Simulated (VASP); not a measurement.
# Cd2S in VASP: notebook

Aim: see how the results for Cd2S move with the level of theory and the settings. Levels: PBE, r2SCAN. Tasks: single point.

Everything below comes from runs of VASP 6.6.1. Logs are shortened: lines on timing, memory, paths and dates and some standing lists are left out, and cuts for length are marked.

**1. The cell of the first run**

Symmetry: Cm, No. 8, monoclinic system. The conventional cell has a = 7.012 Å, b = 4.215 Å, c = 5.891 Å, α = 90.00°, β = 90.16°, γ = 90.00°. Cd (site symmetry m) has 3 S at 2.59 to 2.80 Å and 3 Cd at 2.94 to 3.26 Å within 3.4 Å. Within 3.3 Å of Cd (site symmetry m) lie 1 S at 2.52 Å and 3 Cd at 2.94 to 3.26 Å. Within 3.3 Å of S (site symmetry m) lie 4 Cd at 2.52 to 2.80 Å.

**2. Single point, PBE (strained and its atoms moved)**

INCAR

```
ALGO = Normal
EDIFF = 1E-6
ENCUT = 520
GGA = PE
ISIF = 2
ISMEAR = 0
LASPH = T
LCHARG = F
LREAL = F
LWAVE = F
NBANDS = 22
NELM = 100
PREC = Accurate
SIGMA = 0.05
```

KPOINTS

```
k-points
0
Gamma
  12 12 6
```

POSCAR

```
Cd2S
1.0
    4.0899906377      0.0720809682     -0.0049533376
   -1.9825713693      3.5780625409      0.0049475453
   -0.0072614900      0.0041826182      5.8912758830
Cd S
2 1
Direct
    0.6503092616      0.3496907384      0.5845083026
    0.3512011925      0.6487988075      0.9327133488
    0.3318228760      0.6681771240      0.3599353486
```

Potentials or basis: VASP PAW PBE potentials, release 64 (Cd, S).

Started as:

```
cat potpaw_PBE.64/Cd/POTCAR potpaw_PBE.64/S/POTCAR > POTCAR
mpirun -np 1 vasp_std > vasp.out
```

OUTCAR:

```text
EDIFF = 1E-6
   ENCUT = 520
   GGA = PE
   ISIF = 2
   ISMEAR = 0
   LASPH = T
   LREAL = F
   NELM = 100
   PREC = Accurate

 ion  position               nearest neighbor table
   1  0.650  0.350  0.585-   3 2.59   3 2.80   3 2.80   2 2.94   2 3.26   2 3.26
   2  0.351  0.649  0.933-   3 2.52   1 2.94   1 3.26   1 3.26
   3  0.332  0.668  0.360-   2 2.52   1 2.59   1 2.80   1 2.80

  LATTYP: Found a base centered monoclinic cell.
 ALAT       =     7.0119907405
 B/A-ratio  =     0.6010884493
 C/A-ratio  =     0.8401725075
 COS(beta)  =    -0.0028344216

  Lattice vectors:

 A1 = (   1.9825713693,  -3.5780625409,  -0.0049475453)
 A2 = (   4.0899906377,   0.0720809682,  -0.0049533376)
 A3 = (  -0.0072614900,   0.0041826182,   5.8912758830)

Analysis of symmetry for initial positions (statically):
=====================================================================
 Subroutine PRICEL returns:
 Original cell was already a primitive cell.

 Routine SETGRP: Setting up the symmetry group for a
 base centered monoclinic supercell.

 Subroutine GETGRP returns: Found  2 space group operations
 (whereof  2 operations were pure point group operations)
 out of a pool of  4 trial point group operations.

The static configuration has the point symmetry C_1h.

Analysis of symmetry for dynamics (positions and initial velocities):
=====================================================================
 Subroutine PRICEL returns:
 Original cell was already a primitive cell.

 Routine SETGRP: Setting up the symmetry group for a
 base centered monoclinic supercell.

 Subroutine GETGRP returns: Found  2 space group operations
 (whereof  2 operations were pure point group operations)
 out of a pool of  4 trial point group operations.

The dynamic configuration has the point symmetry C_1h.

 Subroutine INISYM returns: Found  2 space group operations
 (whereof  2 operations are pure point group operations),
 and found     1 'primitive' translations

----------------------------------------------------------------------------------------

                                     Primitive cell

  volume of cell :      87.0561

  direct lattice vectors                    reciprocal lattice vectors
     4.089990638  0.072080968 -0.004953338     0.242135101  0.134164540  0.000203199
    -1.982571369  3.578062541  0.004947545    -0.004878115  0.276778223 -0.000202516
    -0.007261490  0.004182618  5.891275883     0.000207682 -0.000119636  0.169742858

  length of vectors
     4.090628756  4.090616733  5.891281843     0.276820469  0.276821281  0.169743028

  position of ions in fractional coordinates (direct lattice)
     0.650309262  0.349690738  0.584508303
     0.351201192  0.648798808  0.932713349
     0.331822876  0.668177124  0.359935349

  ion indices of the primitive-cell ions
   primitive index   ion index
                 1           1
                 2           2
                 3           3

----------------------------------------------------------------------------------------

 KPOINTS: k-points

Automatic generation of k-mesh.
 Grid dimensions read from file:
 generate k-points for:   12   12    6

 Generating k-lattice:

  Cartesian coordinates                     Fractional coordinates (reciprocal lattice)
     0.020177925  0.011180378  0.000016933     0.083333333  0.000000000  0.000000000
    -0.000406510  0.023064852 -0.000016876     0.000000000  0.083333333 -0.000000000
     0.000034614 -0.000019939  0.028290476     0.000000000 -0.000000000  0.166666667

  Length of vectors
     0.023068372  0.023068440  0.028290505

  Shift w.r.t. Gamma in fractional coordinates (k-lattice)
     0.000000000  0.000000000  0.000000000

 Subroutine IBZKPT returns following result:
 ===========================================

 Found    242 irreducible k-points:

 Following reciprocal coordinates:
            Coordinates               Weight
  0.000000  0.000000  0.000000      1.000000
  0.083333  0.000000 -0.000000      4.000000
  0.166667  0.000000 -0.000000      4.000000
  0.250000  0.000000 -0.000000      4.000000
  0.333333  0.000000 -0.000000      4.000000
  0.416667  0.000000  0.000000      4.000000
[... 16 lines left out ...]
  0.500000  0.166667 -0.000000      4.000000
 -0.416667  0.166667  0.000000      4.000000
 [... further k-points ...]
   k-points           NKPTS =    242   k-points in BZ     NKDIM =    242   number of bands    NBANDS=     22
   number of dos      NEDOS =    301   number of ions     NIONS =      3
   total plane-waves  NPLWV =  43200
   dimension x,y,z NGX =    30 NGY =   30 NGZ =   48
   dimension x,y,z NGXF=    60 NGYF=   60 NGZF=   96
   ions per type =               2   1
   NGX,Y,Z   is equivalent  to a cutoff of  12.19, 12.19, 13.55 a.u.
   NGXF,Y,Z  is equivalent  to a cutoff of  24.38, 24.38, 27.09 a.u.
 SYSTEM =  unknown system
   PREC   = accura    normal or accurate (medium, high low for compatibility)
   ISTART =      0    job   : 0-new  1-cont  2-samecut
   ICHARG =      2    charge: 1-file 2-atom 10-const
   ISPIN  =      1    spin polarized calculation?
   LNONCOLLINEAR =      F non collinear calculations
   LSORBIT =      F    spin-orbit coupling
   LASPH  =      T    aspherical Exc in radial PAW
   ENCUT  =  520.0 eV  38.22 Ry    6.18 a.u.   7.61  7.61 10.95*2*pi/ulx,y,z
   NELM   =    100;   NELMIN=  2; NELMDL= -5     # of ELM steps
   EDIFF  = 0.1E-05   stopping-criterion for ELM
   LREAL  =      F    real-space projection
   EDIFFG = 0.1E-04   stopping-criterion for IOM
   NSW    =      0    number of steps for IOM
   IBRION =     -1    ionic relax: 0-MD 1-quasi-New 2-CG
   NFREE  =      0    steps in history (QN), initial steepest desc. (CG)
   ISIF   =      2    stress and relaxation
   ISYM   =      2    0-nonsym 1-usesym 2-fastsym
   POTIM  = 0.5000    time-step for ionic-motion
   TEBEG  =    0.0;   TEEND  =   0.0 temperature during run
   PSTRESS=    0.0 pullay stress
   NELECT =      30.0000    total number of electrons
   NUPDOWN=      -1.0000    fix difference up-down
   EMIN   =  10.00;   EMAX   =-10.00  energy-range for DOS
   EFERMI =   0.00;   METHOD = LEGACY
   ISMEAR =     0;   SIGMA  =   0.05  broadening in eV -4-tet -1-fermi 0-gaus
   EFERMI_NEDOS =   21; number of points for ismear=-14 and -15
   IALGO  =     38    algorithm
   IMIX   =      4    mixing-type and parameters
     AMIX     =   0.40;   BMIX     =  1.00
     AMIX_MAG =   1.60;   BMIX_MAG =  1.00
  volume/ion in A,a.u.               =      29.02       195.83
  Fermi-wavevector in a.u.,A,eV,Ry     =   1.147754  2.168941 17.923494  1.317340
  Thomas-Fermi vector in A             =   2.284433
   LORBIT       =      0    0 simple, 1 ext, 2 COOP (PROOUT), +10 PAW based schemes
   GGA     = PE    functional components
   LHFCALC =     F    Hartree Fock is set to
   AEXX    =    0.0000 exact exchange contribution
   IVDW    =     0    specifies the selected vdW correction
   LEPSILON=     F    determine dielectric tensor
   LRPA    =     F    only Hartree local field effects (RPA)
 non-spin polarized calculation
 Gauss-broadening in eV      SIGMA  =   0.05
  energy-cutoff  :      520.00
  volume of cell :       87.06
 maximum number of plane-waves:      2371
   NGX = 15   NGY = 15   NGZ = 21

 number of electron      29.9999993 magnetization

 Free energy of the ion-electron system (eV)
  ---------------------------------------------------
  ext. energy  EPLUGINS =         0.00000000
  ---------------------------------------------------
  free energy    TOTEN  =        -6.11185109 eV

  energy without entropy =       -6.11185032  energy(sigma->0) =       -6.11185071

 E-fermi :   0.8075     XC(G=0):  -8.8312

 val. band max:        0.6820179411   @ k =  -0.2500   0.1667   0.5000
 cond. band min:       0.9214942435   @ k =   0.5000   0.5000   0.1667
 fundamental gap:      0.2394763023
 Fermi energy:         0.8075010918

 k-point     1 :       0.0000    0.0000    0.0000
  band No.  band energies     occupation
      1     -11.4520      2.00000
      2      -7.6314      2.00000
      3      -7.4856      2.00000
      4      -7.4449      2.00000
      5      -7.4041      2.00000
      6      -7.3498      2.00000
[... 14 lines left out ...]
     21       8.6576      0.00000
     22      10.2945      0.00000

 k-point     2 :       0.0833    0.0000   -0.0000
  band No.  band energies     occupation
      1     -11.4353      2.00000
      2      -7.6309      2.00000
      3      -7.4858      2.00000
      4      -7.4433      2.00000
      5      -7.3963      2.00000
      6      -7.3386      2.00000
[... 14 lines left out ...]
     21       8.6804      0.00000
     22      10.3779      0.00000

 k-point     3 :       0.1667    0.0000   -0.0000
  band No.  band energies     occupation
      1     -11.3894      2.00000
      2      -7.6294      2.00000
      3      -7.4867      2.00000
      4      -7.4384      2.00000
      5      -7.3746      2.00000
      6      -7.3135      2.00000
[... 14 lines left out ...]
     21       8.7436      0.00000
     22       9.7998      0.00000

 k-point     4 :       0.2500    0.0000   -0.0000
  band No.  band energies     occupation
      1     -11.3262      2.00000
      2      -7.6268      2.00000
      3      -7.4881      2.00000
      4      -7.4324      2.00000
      5      -7.3442      2.00000
      6      -7.2920      2.00000
[... 14 lines left out ...]
     21       8.6788      0.00000
     22       9.3025      0.00000

 k-point     5 :       0.3333    0.0000   -0.0000
  band No.  band energies     occupation
      1     -11.2626      2.00000
      2      -7.6234      2.00000
      3      -7.4880      2.00000
      4      -7.4303      2.00000
      5      -7.3129      2.00000
      6      -7.2777      2.00000
[... 14 lines left out ...]
     21       8.5246      0.00000
     22       9.0737      0.00000

 k-point     6 :       0.4167    0.0000    0.0000
  band No.  band energies     occupation
      1     -11.2157      2.00000
      2      -7.6200      2.00000
      3      -7.4843      2.00000
      4      -7.4353      2.00000
      5      -7.2897      2.00000
      6      -7.2645      2.00000
[... 14 lines left out ...]
     21       8.4139      0.00000
     22       9.0577      0.00000

 k-point     7 :       0.5000    0.0000   -0.0000
  band No.  band energies     occupation
      1     -11.1985      2.00000
      2      -7.6186      2.00000
      3      -7.4809      2.00000
      4      -7.4401      2.00000
      5      -7.2799      2.00000
      6      -7.2589      2.00000
[... 324 lines left out ...]
      6      -7.2815      2.00000
[... 14 lines left out ...]
     21       8.1960      0.00000
     22       9.4290      0.00000

 k-point    21 :       0.3333    0.1667   -0.0000
  band No.  band energies     occupation
      1     -11.1994      2.00000
      2      -7.6373      2.00000
      3      -7.4554      2.00000
      4      -7.4187      2.00000
      5      -7.3120      2.00000
      6      -7.2793      2.00000
[... 14 lines left out ...]
     21       8.6610      0.00000
     22       9.5646      0.00000

 k-point    22 :       0.4167    0.1667    0.0000
  band No.  band energies     occupation
      1     -11.1805      2.00000
      2      -7.6327      2.00000
      3      -7.4500      2.00000
      4      -7.4258      2.00000
      5      -7.3021      2.00000
      6      -7.2781      2.00000
[... 14 lines left out ...]
     21       8.8387      0.00000
     22       9.7187      0.00000

 k-point    23 :       0.5000    0.1667   -0.0000
  band No.  band energies     occupation
      1     -11.1911      2.00000
      2      -7.6253      2.00000
      3      -7.4624      2.00000
      4      -7.4227      2.00000
      5      -7.3052      2.00000
      6      -7.2752      2.00000
[... 14 lines left out ...]
     21       8.5831      0.00000
     22       9.4572      0.00000

 k-point    24 :      -0.4167    0.1667    0.0000
  band No.  band energies     occupation
      1     -11.2284      2.00000
      2      -7.6208      2.00000
      3      -7.4738      2.00000
      4      -7.4164      2.00000
      5      -7.3251      2.00000
      6      -7.2741      2.00000
[... 14 lines left out ...]
     21       8.1928      0.00000
     22       9.2420      0.00000

 [... further k-points ...]

------------------------ aborting loop because EDIFF is reached ----------------------------------------

  FORCE on cell =-STRESS in cart. coord.  units (eV):
  Direction    XX          YY          ZZ          XY          YZ          ZX
  --------------------------------------------------------------------------------------
  -------------------------------------------------------------------------------------
  Total       -1.1749403     -1.7289374     -1.4283980     -0.4797861     -0.1668267      0.2889626
  in kB      -21.6235642    -31.8193094    -26.2881904     -8.8299683     -3.0702739      5.3180587
  external PRESSURE =     -26.5770213 kB  Pullay stress =       0.0000000 kB

 VOLUME and BASIS-vectors are now :
 -----------------------------------------------------------------------------
  energy-cutoff  :      520.00
  volume of cell :       87.06
      direct lattice vectors                 reciprocal lattice vectors
     4.089990638  0.072080968 -0.004953338     0.242135101  0.134164540  0.000203199
    -1.982571369  3.578062541  0.004947545    -0.004878115  0.276778223 -0.000202516
    -0.007261490  0.004182618  5.891275883     0.000207682 -0.000119636  0.169742858

 POSITION                                       TOTAL-FORCE (eV/Angst)
 -----------------------------------------------------------------------------------
      1.96223      1.30054      3.44201         0.351650     -0.203024     -0.475089
      0.14335      2.35066      5.49634        -0.005593      0.003229      0.094591
      0.02983      2.41620      2.12214        -0.346057      0.199795      0.380498
 -----------------------------------------------------------------------------------
    total drift:                               -0.000077      0.000148      0.000418

  FREE ENERGIE OF THE ION-ELECTRON SYSTEM (eV)
  ---------------------------------------------------
  free  energy   TOTEN  =        -6.1118510916 eV

  energy  without entropy=       -6.1118503204  energy(sigma->0) =       -6.11185071
```

Wall time 2.7 min (1 thread of Intel Xeon 6975P-C (Granite Rapids), shared host); peak memory 0.5 GiB.

Results:

| Item | Value |
| --- | --- |
| Free energy | -6.1119 eV |
| Pressure | -2.7 GPa |
| Largest force | 0.625 eV/Å |
| Band gap on the k mesh | 0.24 eV, indirect (least direct gap 0.52 eV) |

Forces in eV/Å, atoms in the order of the input:
```
Cd   0.352 -0.203 -0.475
Cd  -0.006  0.003  0.095
S   -0.346  0.200  0.380
```

Levels at points of the mesh, in eV from the valence-band top:
```csv
k point,band 11,band 12,band 13,band 14,band 15,band 16,band 17,band 18,band 19,band 20
"(0.00, 0.00, 0.00)",-7.49,-4.09,-3.34,-0.68,-0.65,3.00,5.07,6.34,6.78,7.46
"(0.50, 0.00, 0.00)",-7.43,-3.85,-2.70,-1.45,-1.20,0.79,3.12,4.80,5.61,7.25
"(0.50, 0.50, 0.00)",-7.44,-3.95,-2.63,-1.47,-0.97,0.58,3.12,4.79,5.15,7.36
"(0.00, 0.00, 0.50)",-7.52,-5.45,-0.59,-0.59,-0.09,1.13,4.97,6.04,6.16,7.21
"(0.50, 0.00, 0.50)",-7.45,-3.68,-3.35,-1.10,-0.75,1.50,3.28,4.44,5.53,6.27
"(0.50, 0.50, 0.50)",-7.45,-3.56,-3.39,-1.27,-0.78,1.63,3.34,3.96,5.54,6.44
```

Caveat: the cell differs from its parent crystal (strained and its atoms moved).

[end of part 1 of 3]
